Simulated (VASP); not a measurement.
Write the native input for VASP 6.6.1 that does the following.

| Item | Value |
| --- | --- |
| Task | single point |
| Functional | LDA |
| Potentials or basis | VASP PAW LDA potentials, release 64 (Al) |
| Cutoff | 520 eV |
| k mesh | 18 × 18 × 10 |
| Occupations | gaussian, width 0.15 eV |
| Spin | no spin polarisation |
| Dipole correction | no |
| Further INCAR settings | ALGO = Fast; EDIFF = 1e-07; NBANDS = 10 |

The structure of Al lies in POSCAR:

```
Al
1.0
    2.8235000000      0.0000000000      0.0000000000
   -1.4117500000      2.4452227276      0.0000000000
    0.0000000000      0.0000000000      4.5691000000
Al
2
Direct
    0.6666666667      0.3333333333      0.7500000000
    0.3333333333      0.6666666667      0.2500000000
```

One way to write it, as run:

INCAR

```
PREC     = Accurate       # precision mode
ENCUT    = 520            # plane-wave cutoff, eV
EDIFF    = 1E-7           # SCF threshold, eV
ISMEAR   = 0              # smearing method
SIGMA    = 0.15           # smearing width, eV
LREAL    = F              # projectors in reciprocal space
LASPH    = T              # aspherical terms in the spheres
NELM     = 100            # most SCF steps
ALGO     = Fast           # electronic algorithm
ISIF     = 2              # what is computed and relaxed
LWAVE    = F              # write WAVECAR
LCHARG   = F              # write CHGCAR
NBANDS   = 10             # bands
```

KPOINTS

```
Automatic mesh
0
Gamma
  18 18 10
```

Potentials or basis: VASP PAW LDA potentials, release 64 (Al).

The run is started by

```bash
$ cat potpaw_LDA.64/Al/POTCAR > POTCAR
$ mpirun -np 1 vasp_std > vasp.out
```

Results of the run:

The pressure is 0.9 GPa and the band gap on the k mesh is zero (band 3 reaches 12.61 eV, above the bottom of band 4 at 4.97 eV).

It took 46 s on 1 thread of Intel Xeon 6975P-C, on a shared host, peak memory 0.17 GiB.
